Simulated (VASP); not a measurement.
# Sn: single point with PBEsol

Crystal: Sn.

```
CELL_PARAMETERS angstrom
0.00000 3.23334 3.23334
3.23334 0.00000 3.23334
3.23334 3.23334 0.00000
ATOMIC_POSITIONS crystal
Sn 0.86500 0.04500 0.04500
Sn 0.38500 0.20500 0.20500
```

This cell differs from its parent crystal: shortest bond scaled by 0.64.

- Program: VASP 6.6.1
- Task: single point
- Functional: PBEsol
- Potentials or basis: VASP PAW PBE potentials, release 64 (Sn_d)
- Cutoff: 520 eV
- k mesh: 8 × 8 × 8
- Occupations: fermi-dirac, width 0.05 eV
- Spin: no spin polarisation

```
Pressure               : 57.1 GPa
Largest force          : 43.779 eV/Å
Band gap on the k mesh : zero (bands 14 and 15 overlap by 1.18 eV)
```

Forces in eV/Å, atoms in the order of the input:
```
Sn  -25.276  25.276  25.276
Sn   25.276 -25.276 -25.276
```

Stress tensor (GPa, compression positive):
```
 57.10 -60.78 -60.78
-60.78  57.10  60.78
-60.78  60.78  57.10
```

Levels at points of the mesh, in eV from the Fermi level:
```csv
k point,band 10,band 11,band 12,band 13,band 14,band 15,band 16,band 17,band 18,band 19
"(0.00, 0.00, 0.00)",-20.98,-10.77,-0.80,-0.22,0.44,0.44,2.95,2.95,5.46,5.91
"(0.50, 0.00, 0.00)",-20.91,-9.28,-6.55,-1.09,-1.09,2.34,4.80,4.80,6.79,7.27
"(0.00, 0.50, 0.00)",-20.95,-9.84,-4.72,-0.75,-0.56,0.48,1.80,5.72,5.96,7.67
"(0.50, 0.50, 0.00)",-20.93,-9.32,-5.37,-2.07,-0.87,-0.74,2.36,7.79,7.83,9.28
```

Run time: 2.8 min on 1 thread of Intel Xeon 8259CL (shared host), peak memory 0.24 GiB.

Caveat: the cell differs from its parent crystal (shortest bond scaled by 0.64); atoms lie so close that the PAW spheres overlap strongly, which falsifies energies and pressures; the cell stands under pressure; the PAW data sets were made with another functional, which shifts forces and pressure a little; spin-orbit coupling is left out, which moves the levels of the heavy elements.
